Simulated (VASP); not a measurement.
# C (I4_1/amd) in VASP: further runs

Runs on C. Level: PBE. Tasks: single point.

All numbers are computed with VASP 6.6.1; they aren't measurements. Logs are shortened: lines on timing, memory, paths and dates and some standing lists are left out, and cuts for length are marked.

### 1 The cell of the first run

The structure is tetragonal, space group I4_1/amd (No. 141). The conventional cell has a = 2.525 Å, b = 2.525 Å, c = 3.759 Å, α = 90.00°, β = 90.00°, γ = 90.00°. C (site symmetry -4m2) has 4 C at 1.57 Å within 2.1 Å.

### 2 Single point, PBE (strain +0.0525 x Voigt [0, 0, 1, 0, 0, 0])

Contents of INCAR:

```
SYSTEM = C
ALGO = Normal
EDIFF = 1E-6
ENCUT = 520
GGA = PE
ISIF = 2
ISMEAR = 0
LASPH = .True.
LCHARG = .False.
LREAL = .False.
LWAVE = .False.
NBANDS = 11
NELM = 80
PREC = Accurate
SIGMA = 0.05
```

Contents of KPOINTS:

```
k-points
0
Gamma
  12 12 12
  0 0 0
```

Contents of POSCAR:

```
C
1.0
    0.0000000000      1.7857375319      1.8794887523
    1.7857375319      0.0000000000      1.8794887523
    1.7857375319      1.7857375319      0.0000000000
C
2
Direct
    0.5000000000      0.5000000000      0.5000000000
    0.7500000000      0.7500000000      0.7500000000
```

Potentials or basis: VASP PAW PBE potentials, release 64 (C).

Launch:

```bash
$ cat potpaw_PBE.64/C/POTCAR > POTCAR
$ mpirun -np 1 vasp_std > vasp.out
```

OUTCAR:

```text
SYSTEM = C
   EDIFF = 1E-6
   ENCUT = 520
   GGA = PE
   ISIF = 2
   ISMEAR = 0
   LASPH = .True.
   LREAL = .False.
   NELM = 80
   PREC = Accurate

 ion  position               nearest neighbor table
   1  0.500  0.500  0.500-   2 1.57   2 1.57   2 1.57   2 1.57
   2  0.750  0.750  0.750-   1 1.57   1 1.57   1 1.57   1 1.57

  LATTYP: Found a body centered tetragonal cell.
 ALAT       =     2.5254142365
 C/A-ratio  =     1.4884597744

  Lattice vectors:

 A1 = (  -1.7857375319,   0.0000000000,   1.8794887523)
 A2 = (   1.7857375319,   0.0000000000,   1.8794887523)
 A3 = (   0.0000000000,   1.7857375319,  -1.8794887523)

Analysis of symmetry for initial positions (statically):
=====================================================================
 Subroutine PRICEL returns:
 Original cell was already a primitive cell.

 Routine SETGRP: Setting up the symmetry group for a
 body centered tetragonal supercell.

 Subroutine GETGRP returns: Found 16 space group operations
 (whereof  8 operations were pure point group operations)
 out of a pool of 16 trial point group operations.

The static configuration has the point symmetry D_2d.
 The point group associated with its full space group is D_4h.

Analysis of symmetry for dynamics (positions and initial velocities):
=====================================================================
 Subroutine PRICEL returns:
 Original cell was already a primitive cell.

 Routine SETGRP: Setting up the symmetry group for a
 body centered tetragonal supercell.

 Subroutine GETGRP returns: Found 16 space group operations
 (whereof  8 operations were pure point group operations)
 out of a pool of 16 trial point group operations.

The dynamic configuration has the point symmetry D_2d.
 The point group associated with its full space group is D_4h.

 Subroutine INISYM returns: Found 16 space group operations
 (whereof  8 operations are pure point group operations),
 and found     1 'primitive' translations

----------------------------------------------------------------------------------------

                                     Primitive cell

  volume of cell :      11.9868

  direct lattice vectors                    reciprocal lattice vectors
     0.000000000  1.785737532  1.879488752    -0.279996355  0.279996355  0.266029791
     1.785737532  0.000000000  1.879488752     0.279996355 -0.279996355  0.266029791
     1.785737532  1.785737532  0.000000000     0.279996355  0.279996355 -0.266029791

  length of vectors
     2.592554050  2.592554050  2.525414236     0.477040635  0.477040635  0.477040635

  position of ions in fractional coordinates (direct lattice)
[... 89 lines left out ...]
   PSTRESS=    0.0 pullay stress
   NELECT =       8.0000    total number of electrons
   NUPDOWN=      -1.0000    fix difference up-down
   EMIN   =  10.00;   EMAX   =-10.00  energy-range for DOS
   EFERMI =   0.00;   METHOD = LEGACY
   ISMEAR =     0;   SIGMA  =   0.05  broadening in eV -4-tet -1-fermi 0-gaus
   EFERMI_NEDOS =   21; number of points for ismear=-14 and -15
   IALGO  =     38    algorithm
   IMIX   =      4    mixing-type and parameters
     AMIX     =   0.40;   BMIX     =  1.00
     AMIX_MAG =   1.60;   BMIX_MAG =  1.00
  volume/ion in A,a.u.               =       5.99        40.45
  Fermi-wavevector in a.u.,A,eV,Ry     =   1.430660  2.703556 27.848250  2.046789
  Thomas-Fermi vector in A             =   2.550481
   LORBIT       =      0    0 simple, 1 ext, 2 COOP (PROOUT), +10 PAW based schemes
   GGA     = PE    functional components
   LHFCALC =     F    Hartree Fock is set to
   AEXX    =    0.0000 exact exchange contribution
   IVDW    =     0    specifies the selected vdW correction
   LEPSILON=     F    determine dielectric tensor
   LRPA    =     F    only Hartree local field effects (RPA)
 non-spin polarized calculation
 Gauss-broadening in eV      SIGMA  =   0.05
  energy-cutoff  :      520.00
  volume of cell :       11.99
 maximum number of plane-waves:       337
   NGX =  9   NGY =  9   NGZ =  9

 number of electron       8.0000001 magnetization

 Free energy of the ion-electron system (eV)
  ---------------------------------------------------
  ext. energy  EPLUGINS =         0.00000000
  ---------------------------------------------------
  free energy    TOTEN  =       -18.09061322 eV

  energy without entropy =      -18.09061322  energy(sigma->0) =      -18.09061322

 E-fermi :   9.4940     XC(G=0): -12.9794

 val. band max:        9.2135591340   @ k =   0.0000   0.0000   0.0000
 cond. band min:      12.6211041184   @ k =   0.3333   0.0000   0.3333
 fundamental gap:      3.4075449843
 Fermi energy:         9.4939978780

 k-point     1 :       0.0000    0.0000    0.0000
  band No.  band energies     occupation
      1     -11.7977      2.00000
      2       8.4303      2.00000
      3       9.2136      2.00000
      4       9.2136      2.00000
      5      14.2083      0.00000
      6      14.2083      0.00000
      7      14.8253      0.00000
      8      20.9889      0.00000
      9      27.5824      0.00000
     10      33.3338      0.00000
     11      34.2359      0.00000
[... 309 lines left out ...]
 k-point    24 :      -0.4167    0.1667    0.0000
  band No.  band energies     occupation
      1      -5.8602      2.00000
      2      -3.1461      2.00000
      3       3.2102      2.00000
      4       6.0386      2.00000
      5      16.8993      0.00000
      6      18.8864      0.00000
      7      18.9613      0.00000
      8      23.8138      0.00000
      9      28.1170      0.00000
     10      32.3492      0.00000
     11      32.6504      0.00000

 [... further k-points ...]

------------------------ aborting loop because EDIFF is reached ----------------------------------------

  FORCE on cell =-STRESS in cart. coord.  units (eV):
  Direction    XX          YY          ZZ          XY          YZ          ZX
  --------------------------------------------------------------------------------------
  -------------------------------------------------------------------------------------
  Total       -0.2872254     -0.2872254     -3.8096082      0.0000000     -0.0000000      0.0000000
  in kB      -38.3909116    -38.3909116   -509.1970906      0.0000000     -0.0000000      0.0000000
  external PRESSURE =    -195.3263046 kB  Pullay stress =       0.0000000 kB

 VOLUME and BASIS-vectors are now :
 -----------------------------------------------------------------------------
  energy-cutoff  :      520.00
  volume of cell :       11.99
      direct lattice vectors                 reciprocal lattice vectors
     0.000000000  1.785737532  1.879488752    -0.279996355  0.279996355  0.266029791
     1.785737532  0.000000000  1.879488752     0.279996355 -0.279996355  0.266029791
     1.785737532  1.785737532  0.000000000     0.279996355  0.279996355 -0.266029791

 POSITION                                       TOTAL-FORCE (eV/Angst)
 -----------------------------------------------------------------------------------
      1.78574      1.78574      1.87949         0.000000      0.000000      0.000000
      2.67861      2.67861      2.81923        -0.000000     -0.000000      0.000000
 -----------------------------------------------------------------------------------
    total drift:                                0.000000     -0.000000      0.000000

  FREE ENERGIE OF THE ION-ELECTRON SYSTEM (eV)
  ---------------------------------------------------
  free  energy   TOTEN  =       -18.0906132212 eV

  energy  without entropy=      -18.0906132212  energy(sigma->0) =      -18.09061322
```

OSZICAR:

```text
N       E                     dE             d eps       ncg     rms          rms(c)
DAV:   1     0.236764192901E+01    0.23676E+01   -0.47411E+03  3701   0.696E+02
DAV:   2    -0.181914107676E+02   -0.20559E+02   -0.19812E+02  4819   0.128E+02
DAV:   3    -0.186234366970E+02   -0.43203E+00   -0.43095E+00  4178   0.142E+01
DAV:   4    -0.186242005892E+02   -0.76389E-03   -0.76388E-03  3861   0.762E-01
DAV:   5    -0.186242015522E+02   -0.96296E-06   -0.96296E-06  4105   0.257E-02    0.516E+00
DAV:   6    -0.182237812598E+02    0.40042E+00   -0.20917E-01  3688   0.318E+00    0.308E+00
DAV:   7    -0.180888934752E+02    0.13489E+00   -0.26107E-01  3861   0.360E+00    0.670E-01
DAV:   8    -0.180905480308E+02   -0.16546E-02   -0.75782E-03  3742   0.640E-01    0.417E-02
DAV:   9    -0.180905930523E+02   -0.45022E-04   -0.61915E-05  4329   0.632E-02    0.233E-02
DAV:  10    -0.180906131801E+02   -0.20128E-04   -0.16049E-05  3820   0.345E-02    0.510E-03
DAV:  11    -0.180906132212E+02   -0.41063E-07   -0.24270E-07  3064   0.443E-03
   1 F= -.18090613E+02 E0= -.18090613E+02  d E =-.710662E-18
```

stdout:

```text
POSCAR found type information on POSCAR C
 POSCAR found :  1 types and       2 ions
 scaLAPACK will be used
 LDA part: xc-table for (Slater+PW92), standard interpolation
 POSCAR, INCAR and KPOINTS ok, starting setup
 FFT: planning ... GRIDC
 FFT: planning ... GRID_SOFT
 FFT: planning ... GRID
 WAVECAR not read
 entering main loop
```

Run time: 7.1 s. Hardware: 1 thread of Intel Xeon 6975P-C (Granite Rapids), shared host; peak memory 0.12 GiB.

What came out:

```
Free energy            : -18.0906 eV
Pressure               : -19.5 GPa
Band gap on the k mesh : 3.41 eV, indirect (least direct gap 4.99 eV)
```

Stress tensor (GPa, compression positive):
```
 -3.84   0.00   0.00
  0.00  -3.84   0.00
  0.00   0.00 -50.92
```

Levels at points of the mesh, in eV from the valence-band top:
| k point | band 2 | band 3 | band 4 | band 5 | band 6 | band 7 |
| --- | --- | --- | --- | --- | --- | --- |
| (0.00, 0.00, 0.00) | -0.78 | 0.00 | 0.00 | 4.99 | 4.99 | 5.61 |
| (0.50, 0.00, 0.00) | -13.03 | -3.37 | -2.47 | 6.91 | 8.15 | 8.71 |
| (0.50, 0.50, 0.00) | -13.13 | -5.74 | -5.74 | 5.15 | 5.15 | 15.52 |
| (0.50, 0.00, 0.50) | -12.39 | -6.45 | -6.45 | 4.02 | 4.02 | 15.68 |

Caveat: the cell differs from its parent crystal (strain +0.0525 x Voigt [0, 0, 1, 0, 0, 0]).

### 3 Single point, PBE (strain +0.0600 x Voigt [0, 0, 1, 0, 0, 0])

Contents of INCAR:

```
  PREC = Accurate
  ENCUT = 520
  EDIFF = 1E-6
  ISMEAR = 0
  SIGMA = 0.05
  LREAL = False
  LASPH = True
  NELM = 80
  ALGO = Normal
  ISIF = 2
  LWAVE = False
  LCHARG = False
  GGA = PE
  NBANDS = 11
```

Contents of KPOINTS:

```
regular mesh
0
Gamma
  12 12 12
```

Contents of POSCAR:

```
C
1.0
    0.0000000000      1.7857375319      1.8928817838
    1.7857375319      0.0000000000      1.8928817838
    1.7857375319      1.7857375319      0.0000000000
C
2
Direct
    0.5000000000      0.5000000000      0.5000000000
    0.7500000000      0.7500000000      0.7500000000
```

Potentials or basis: VASP PAW PBE potentials, release 64 (C).

Launch:

```bash
$ cat potpaw_PBE.64/C/POTCAR > POTCAR
$ mpirun -np 1 vasp_std > vasp.out
```

OUTCAR:

```text
PREC = Accurate
   ENCUT = 520
   EDIFF = 1E-6
   ISMEAR = 0
   LREAL = False
   LASPH = True
   NELM = 80
   ISIF = 2
   GGA = PE

 ion  position               nearest neighbor table
   1  0.500  0.500  0.500-   2 1.58   2 1.58   2 1.58   2 1.58
   2  0.750  0.750  0.750-   1 1.58   1 1.58   1 1.58   1 1.58

  LATTYP: Found a body centered tetragonal cell.
 ALAT       =     2.5254142365
 C/A-ratio  =     1.4990663761

  Lattice vectors:

 A1 = (  -1.7857375319,   0.0000000000,   1.8928817838)
[... 523 lines left out ...]

------------------------ aborting loop because EDIFF is reached ----------------------------------------

  FORCE on cell =-STRESS in cart. coord.  units (eV):
  Direction    XX          YY          ZZ          XY          YZ          ZX
  --------------------------------------------------------------------------------------
  -------------------------------------------------------------------------------------
  Total       -0.3141797     -0.3141797     -4.3474814      0.0000000      0.0000000     -0.0000000
  in kB      -41.6965343    -41.6965343   -576.9784232      0.0000000      0.0000000     -0.0000000
  external PRESSURE =    -220.1238306 kB  Pullay stress =       0.0000000 kB

 VOLUME and BASIS-vectors are now :
 -----------------------------------------------------------------------------
  energy-cutoff  :      520.00
  volume of cell :       12.07
      direct lattice vectors                 reciprocal lattice vectors
     0.000000000  1.785737532  1.892881784    -0.279996355  0.279996355  0.264147505
     1.785737532  0.000000000  1.892881784     0.279996355 -0.279996355  0.264147505
     1.785737532  1.785737532  0.000000000     0.279996355  0.279996355 -0.264147505

 POSITION                                       TOTAL-FORCE (eV/Angst)
 -----------------------------------------------------------------------------------
      1.78574      1.78574      1.89288         0.000000      0.000000      0.000000
      2.67861      2.67861      2.83932        -0.000000     -0.000000      0.000000
 -----------------------------------------------------------------------------------
    total drift:                                0.000000     -0.000000      0.000000

  FREE ENERGIE OF THE ION-ELECTRON SYSTEM (eV)
  ---------------------------------------------------
  free  energy   TOTEN  =       -18.0617711472 eV

  energy  without entropy=      -18.0617711472  energy(sigma->0) =      -18.06177115
```

Run time: 6.9 s. Hardware: 1 thread of Intel Xeon 6975P-C (Granite Rapids), shared host; peak memory 0.13 GiB.

Results:

- Free energy: -18.0618 eV
- Pressure: -22.0 GPa
- Band gap on the k mesh: 3.31 eV, indirect (least direct gap 4.92 eV)

Stress tensor (GPa, compression positive):
```
 -4.17   0.00   0.00
  0.00  -4.17   0.00
  0.00   0.00 -57.70
```

Levels at points of the mesh, in eV from the valence-band top:
```tsv
k point	band 1	band 2	band 3	band 4	band 5	band 6	band 7	band 8	band 9
(0.00, 0.00, 0.00)	-20.96	-0.89	0.00	0.00	4.92	4.92	5.62	11.56	18.25
(0.50, 0.00, 0.00)	-15.52	-12.99	-3.45	-2.42	6.68	8.10	8.72	14.83	20.66
(0.50, 0.50, 0.00)	-13.18	-13.18	-5.67	-5.67	5.21	5.21	15.34	15.34	21.22
(0.50, 0.00, 0.50)	-12.34	-12.34	-6.47	-6.47	3.92	3.92	15.52	15.52	21.92
```

Caveat: the cell differs from its parent crystal (strain +0.0600 x Voigt [0, 0, 1, 0, 0, 0]). A k mesh can miss the band edges.
